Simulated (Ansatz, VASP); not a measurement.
**One calculation of NaSe7, two programs**

```xyz
8
Lattice="0.0000 4.3607 4.3607 4.3607 0.0000 4.3607 4.3607 4.3607 0.0000" Properties=species:S:1:pos:R:3 pbc="T T T"
Na    0.0000    0.0000    0.0000
Se    0.0000    2.1803    2.1803
Se    4.3607    2.1803    2.1803
Se    2.1803    0.0000    2.1803
Se    2.1803    4.3607    2.1803
Se    2.1803    2.1803    0.0000
Se    2.1803    2.1803    4.3607
Se    4.3607    4.3607    4.3607
```

Change from the starting cell: species swapped into the CePd7 type (Fm-3m, No. 225).

Alike in both runs: functional PBE; k mesh 4 × 4 × 4; occupations gaussian, width 0.1 eV; no spin polarisation.

Ansatz relaxed the structure, and its values are those at the end. VASP's run is a single point on that final structure, the one shown.

|  | VASP | Ansatz |
| --- | --- | --- |
| version | VASP 6.6.1 | Ansatz 0.2.0 |
| potentials or method | VASP PAW PBE potentials, release 64 (Na_pv, Se), cutoff 520 eV | scalar-relativistic, plane waves, PAW |
| valence electrons in the cell | 49 | 121 |

|  | VASP | Ansatz | Ansatz less VASP |
| --- | --- | --- | --- |
| gap on the k mesh at the Fermi level (eV) | none | none | - |
| pressure (GPa) | 0.0 | 0.0 | -0.01 |

A gap of «none» marks a metal or a gap that the smearing closes. VASP's potentials hold 49 valence electrons a cell and Ansatz's 121, so a difference there can come from the potentials and not from the codes.
